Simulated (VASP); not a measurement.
# Zr3S2 (P6/mmm) in VASP: relaxation of cell and atoms with PBE

Aim: the relaxation of cell and atoms of Zr3S2 with PBE.

Everything below comes from runs of VASP 6.6.1. Logs are shortened: lines on timing, memory, paths and dates and some standing lists are left out, and cuts for length are marked.

**1. The cell of the first run**

It takes space group P6/mmm (No. 191, hexagonal). Conventional cell: a = 4.978 Å, b = 4.978 Å, c = 4.868 Å, α = 90.00°, β = 90.00°, γ = 120.00°. Zr (site symmetry -6m2) has 2 S at 2.43 Å and 3 Zr at 2.87 Å within 3.2 Å. Within 3.8 Å of Zr (site symmetry 6/mmm) lie 6 S at 2.87 Å and 12 Zr at 3.77 Å. Within 3.2 Å of S (site symmetry -6m2) lie 5 Zr at 2.43 to 2.87 Å and 3 S at 2.87 Å.

The cell was generated, and may not be a known phase.

**2. Relaxation of cell and atoms, PBE**

The input, INCAR:

```
SYSTEM = Zr3S2
  ALGO = Normal
  EDIFF = 1E-6
  EDIFFG = -0.01
  ENCUT = 600
  GGA = PE
  IBRION = 2
  ISIF = 3
  ISMEAR = 0
  LASPH = .TRUE.
  LCHARG = .FALSE.
  LREAL = .FALSE.
  LWAVE = .FALSE.
  NELM = 80
  NSW = 100
  PREC = Accurate
  SIGMA = 0.1
```

The input, KPOINTS:

```
k-points
0
G
  12 12 8
  0 0 0
```

The input, POSCAR:

```
Zr3S2
1.0
    4.9777396886      0.0000000000      0.0000000000
   -2.4888698443      4.3108490238      0.0000000000
    0.0000000000      0.0000000000      4.8681324246
Zr S
3 2
Direct
    0.3333333333      0.6666666667      0.5000000000
    0.6666666667      0.3333333333      0.5000000000
    0.0000000000      0.0000000000      0.0000000000
    0.3333333333      0.6666666667      0.0000000000
    0.6666666667      0.3333333333      0.0000000000
```

Potentials or basis: VASP PAW PBE potentials, release 64 (Zr_sv, S).

Launch:

```console
$ cat potpaw_PBE.64/Zr_sv/POTCAR potpaw_PBE.64/S/POTCAR > POTCAR
$ mpirun -np 1 vasp_std > vasp.out
```

OUTCAR:

```text
SYSTEM = Zr3S2
   EDIFF = 1E-6
   EDIFFG = -0.01
   ENCUT = 600
   GGA = PE
   IBRION = 2
   ISIF = 3
   ISMEAR = 0
   LASPH = .TRUE.
   LREAL = .FALSE.
   NELM = 80
   NSW = 100
   PREC = Accurate

 ion  position               nearest neighbor table
   1  0.333  0.667  0.500-   4 2.43   4 2.43   2 2.87   2 2.87   2 2.87   3 3.77   3 3.77   3 3.77
                             3 3.77   3 3.77   3 3.77
   2  0.667  0.333  0.500-   5 2.43   5 2.43   1 2.87   1 2.87   1 2.87   3 3.77   3 3.77   3 3.77
                             3 3.77   3 3.77   3 3.77
   3  0.000  0.000  0.000-   4 2.87   5 2.87   5 2.87   4 2.87   5 2.87   4 2.87   1 3.77   2 3.77
                             1 3.77   2 3.77   2 3.77   1 3.77   2 3.77   1 3.77   2 3.77   1 3.77
   4  0.333  0.667  0.000-   1 2.43   1 2.43   3 2.87   3 2.87   3 2.87
   5  0.667  0.333  0.000-   2 2.43   2 2.43   3 2.87   3 2.87   3 2.87

  LATTYP: Found a hexagonal cell.
 ALAT       =     4.9777396886
 C/A-ratio  =     0.9779805151

  Lattice vectors:

 A1 = (   4.9777396886,   0.0000000000,   0.0000000000)
 A2 = (  -2.4888698443,   4.3108490238,   0.0000000000)
 A3 = (   0.0000000000,   0.0000000000,   4.8681324246)

Analysis of symmetry for initial positions (statically):
=====================================================================
 Subroutine PRICEL returns:
 Original cell was already a primitive cell.

 Routine SETGRP: Setting up the symmetry group for a
 hexagonal supercell.

 Subroutine GETGRP returns: Found 24 space group operations
 (whereof 24 operations were pure point group operations)
 out of a pool of 24 trial point group operations.

The static configuration has the point symmetry D_6h.

Analysis of symmetry for dynamics (positions and initial velocities):
=====================================================================
 Subroutine PRICEL returns:
 Original cell was already a primitive cell.

 Routine SETGRP: Setting up the symmetry group for a
 hexagonal supercell.

 Subroutine GETGRP returns: Found 24 space group operations
 (whereof 24 operations were pure point group operations)
 out of a pool of 24 trial point group operations.

The dynamic configuration has the point symmetry D_6h.

 Subroutine INISYM returns: Found 24 space group operations
 (whereof 24 operations are pure point group operations),
 and found     1 'primitive' translations

[... 108 lines left out ...]
   POTIM  = 0.5000    time-step for ionic-motion
   TEBEG  =    0.0;   TEEND  =   0.0 temperature during run
   PSTRESS=    0.0 pullay stress
   NELECT =      48.0000    total number of electrons
   NUPDOWN=      -1.0000    fix difference up-down
   EMIN   =  10.00;   EMAX   =-10.00  energy-range for DOS
   EFERMI =   0.00;   METHOD = LEGACY
   ISMEAR =     0;   SIGMA  =   0.10  broadening in eV -4-tet -1-fermi 0-gaus
   EFERMI_NEDOS =   21; number of points for ismear=-14 and -15
   IALGO  =     38    algorithm
   IMIX   =      4    mixing-type and parameters
     AMIX     =   0.40;   BMIX     =  1.00
     AMIX_MAG =   1.60;   BMIX_MAG =  1.00
  volume/ion in A,a.u.               =      20.89       140.99
  Fermi-wavevector in a.u.,A,eV,Ry     =   1.263289  2.387270 21.713532  1.595900
  Thomas-Fermi vector in A             =   2.396654
   LORBIT       =      0    0 simple, 1 ext, 2 COOP (PROOUT), +10 PAW based schemes
   GGA     = PE    functional components
   LHFCALC =     F    Hartree Fock is set to
   AEXX    =    0.0000 exact exchange contribution
   IVDW    =     0    specifies the selected vdW correction
   LEPSILON=     F    determine dielectric tensor
   LRPA    =     F    only Hartree local field effects (RPA)
 conjugate gradient relaxation of ions
 non-spin polarized calculation
 Gauss-broadening in eV      SIGMA  =   0.10
  energy-cutoff  :      600.00
  volume of cell :      104.46
 maximum number of plane-waves:      3516
 NGX is ok and might be reduce to    40
   NGX = 19   NGY = 19   NGZ = 19

--------------------------------------- Ionic step        1  -------------------------------------------

 number of electron      48.0000001 magnetization

 Free energy of the ion-electron system (eV)
  ---------------------------------------------------
  ext. energy  EPLUGINS =         0.00000000
  ---------------------------------------------------
  free energy    TOTEN  =       -36.38000400 eV

  energy without entropy =      -36.35791006  energy(sigma->0) =      -36.36895703

------------------------ aborting loop because EDIFF is reached ----------------------------------------

  FORCE on cell =-STRESS in cart. coord.  units (eV):
  Direction    XX          YY          ZZ          XY          YZ          ZX
  --------------------------------------------------------------------------------------
  -------------------------------------------------------------------------------------
  Total        0.2852734      0.2852734     -0.2630948      0.0000000     -0.0000000      0.0000000
  in kB        4.3753666      4.3753666     -4.0352032      0.0000000     -0.0000000      0.0000000
  external PRESSURE =       1.5718433 kB  Pullay stress =       0.0000000 kB
[... 143 lines left out ...]
--------------------------------------- Ionic step        5  -------------------------------------------

 number of electron      48.0000001 magnetization

 Free energy of the ion-electron system (eV)
  ---------------------------------------------------
  ext. energy  EPLUGINS =         0.00000000
  ---------------------------------------------------
  free energy    TOTEN  =       -36.38080719 eV

  energy without entropy =      -36.35882275  energy(sigma->0) =      -36.36981497

 E-fermi :   8.2928     XC(G=0): -10.7928

 val. band max:        8.2722250628   @ k =   0.3333   0.1667   0.0000
 cond. band min:       8.2965781922   @ k =   0.0833   0.0000   0.1250
 fundamental gap:      0.0243531294
 Fermi energy:         8.2928255808

 k-point     1 :       0.0000    0.0000    0.0000
  band No.  band energies     occupation
      1     -41.5250      2.00000
      2     -40.4021      2.00000
      3     -40.1685      2.00000
      4     -19.5121      2.00000
      5     -19.5121      2.00000
      6     -19.4287      2.00000
[... 733 lines left out ...]
     27       9.9824      0.00000
     28      10.0672      0.00000

 [... further k-points ...]

------------------------ aborting loop because EDIFF is reached ----------------------------------------

  FORCE on cell =-STRESS in cart. coord.  units (eV):
  Direction    XX          YY          ZZ          XY          YZ          ZX
  --------------------------------------------------------------------------------------
  -------------------------------------------------------------------------------------
  Total       -0.0013984     -0.0013984     -0.0019259      0.0000000     -0.0000000      0.0000000
  in kB       -0.0213772     -0.0213772     -0.0294414      0.0000000     -0.0000000      0.0000000
  external PRESSURE =      -0.0240652 kB  Pullay stress =       0.0000000 kB
[... 20 lines left out ...]
  FREE ENERGIE OF THE ION-ELECTRON SYSTEM (eV)
  ---------------------------------------------------
  free  energy   TOTEN  =       -36.3808071900 eV

  energy  without entropy=      -36.3588227454  energy(sigma->0) =      -36.36981497

 reached required accuracy - stopping structural energy minimisation
```

OSZICAR:

```text
N       E                     dE             d eps       ncg     rms          rms(c)
DAV:   1     0.500510891902E+03    0.50051E+03   -0.27137E+04  5320   0.186E+03
DAV:   2     0.555183946094E+01   -0.49496E+03   -0.48489E+03  6252   0.467E+02
DAV:   3    -0.362013797446E+02   -0.41753E+02   -0.40463E+02  8600   0.107E+02
[... 45 lines left out ...]
DAV:   4    -0.363807880133E+02    0.12089E-05   -0.12265E-04  8388   0.423E-02    0.271E-02
DAV:   5    -0.363807956820E+02   -0.76687E-05   -0.14656E-05  6440   0.150E-02    0.139E-02
DAV:   6    -0.363808046429E+02   -0.89609E-05   -0.13139E-05  8552   0.157E-02    0.683E-03
DAV:   7    -0.363808071114E+02   -0.24685E-05   -0.71107E-07  2980   0.533E-03    0.137E-03
DAV:   8    -0.363808071900E+02   -0.78609E-07   -0.31007E-07  2752   0.328E-03
   5 F= -.36380807E+02 E0= -.36369815E+02  d E =-.613001E-04
```

CONTCAR:

```text
Zr3S2
   1.00000000000000
     4.9889369642094223    0.0000000000000000   -0.0000000000000000
    -2.4944684821047112    4.3205461489312489   -0.0000000000000000
     0.0000000000000000   -0.0000000000000000    4.8622913382331472
  Zr              S
     3     2
Direct
     0.3333333332999970    0.6666666667000030    0.5000000000000000
     0.6666666667000030    0.3333333332999970    0.5000000000000000
     0.0000000000000000    1.0000000000000000    1.0000000000000000
     0.3333333332999970    0.6666666667000030    0.0000000000000000
     0.6666666667000030    0.3333333332999970    0.0000000000000000

  0.00000000E+00  0.00000000E+00  0.00000000E+00
  0.00000000E+00  0.00000000E+00  0.00000000E+00
  0.00000000E+00  0.00000000E+00  0.00000000E+00
  0.00000000E+00  0.00000000E+00  0.00000000E+00
  0.00000000E+00  0.00000000E+00  0.00000000E+00
```

Wall time 19 min (1 thread of Intel Xeon Platinum 8259CL at 2.50GHz (Skylake/Cascade Lake), shared host); peak memory 0.45 GiB.

What came out:

```yaml
Free_energy: -36.3808 eV
Relaxed_volume: 20.96 Å³/atom
Relaxed_cell: a = 4.989 Å, b = 4.989 Å, c = 4.862 Å, α = 90.00°, β = 90.00°, γ = 120.00°
Space_group_after_relaxing_to_0.1_Å: P6/mmm (No. 191)
Energy_gained_by_relaxing: 0.2 meV/atom
Ionic_steps: 5
Pressure_after_relaxing: 0.0 GPa
Band_gap_on_the_k_mesh: zero (bands 24 and 25 overlap by 1.29 eV)
```

Step by step:
| step | energy change (eV) | largest force (eV/Å) | pressure (GPa) | volume (Å³) |
| --- | --- | --- | --- | --- |
| 1 | 0.0000 | 0.0000 | 0.16 | 104.46 |
| 2 | -0.0005 | 0.0000 | 0.13 | 104.77 |
| 3 | -0.0007 | 0.0000 | 0.13 | 104.67 |
| 4 | -0.0007 | 0.0000 | -0.13 | 104.94 |
| 5 | -0.0008 | 0.0000 | 0.00 | 104.81 |

Final structure:
```
Zr S
1.0
     4.98894    0.00000    0.00000
    -2.49447    4.32055    0.00000
     0.00000    0.00000    4.86229
Zr S
3 2
Cartesian
  0.0000 2.8804 2.4311
  2.4945 1.4402 2.4311
  -2.4945 4.3205 4.8623
  0.0000 2.8804 0.0000
  2.4945 1.4402 0.0000
```

The gap in the log of VASP goes by the Fermi energy; the results here count the filled bands.